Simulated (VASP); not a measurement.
Wanted: the native input for a VASP 6.6.1 run.

```
Task                   : relaxation of cell and atoms
Functional             : revPBE
Dispersion             : D4
Potentials or basis    : VASP PAW PBE potentials, release 64 (Zr_sv, B)
Cutoff                 : 600 eV
k mesh                 : 10 × 10 × 10
Occupations            : fermi-dirac, width 0.05 eV
Spin                   : no spin polarisation
Dipole correction      : no
Further INCAR settings : ALGO = Normal; EDIFF = 1e-06; IBRION = 2; EDIFFG = -0.01; NSW = 60; ISIF = 3
```

The structure of ZrB lies in POSCAR:

```
ZrB
1.0
    0.0000000000      2.3250000000      2.3250000000
    2.3250000000      0.0000000000      2.3250000000
    2.3250000000      2.3250000000      0.0000000000
Zr B
1 1
Direct
    0.0000000000      0.0000000000      0.0000000000
    0.5000000000      0.5000000000      0.5000000000
```

These files were run (other wordings do the same):

INCAR

```
SYSTEM = ZrB
PREC = Accurate
ENCUT = 600
EDIFF = 1E-6
ISMEAR = -1
SIGMA = 0.05
LREAL = .False.
LASPH = .True.
NELM = 60
ALGO = Normal
ISIF = 3
LWAVE = .False.
LCHARG = .False.
GGA = RE
IVDW = 13
IBRION = 2
NSW = 60
EDIFFG = -0.01
```

KPOINTS

```
regular mesh
0
Gamma
  10 10 10
  0 0 0
```

Potentials or basis: VASP PAW PBE potentials, release 64 (Zr_sv, B).

Launch:

```sh
$ cat potpaw_PBE.64/Zr_sv/POTCAR potpaw_PBE.64/B/POTCAR > POTCAR
$ mpirun -np 1 vasp_std > vasp.out
```

Results of the run:

```json
{
 "Relaxed volume": "14.37 Å³/atom",
 "Relaxed cell": "a = 3.438 Å, b = 3.438 Å, c = 3.438 Å, α = 60.00°, β = 60.00°, γ = 60.00°",
 "Space group after relaxing (to 0.05 Å)": "Fm-3m (No. 225)",
 "Energy gained by relaxing": "143.5 meV/atom",
 "Ionic steps": "4",
 "Pressure after relaxing": "-0.1 GPa",
 "Dispersion energy per atom": "-0.462 eV"
}
```

Caveat: the PAW data sets were made with another functional, which shifts forces and pressure a little; the volume moved by +14 % from the deposited cell, more than functionals usually miss; pairwise dispersion overbinds metals, which lowers pressure and volume.

Wall time 36 s on 1 thread of Intel(R) Xeon(R) Platinum 8488C (Sapphire Rapids), with other jobs on the host, peak memory 0.17 GiB.
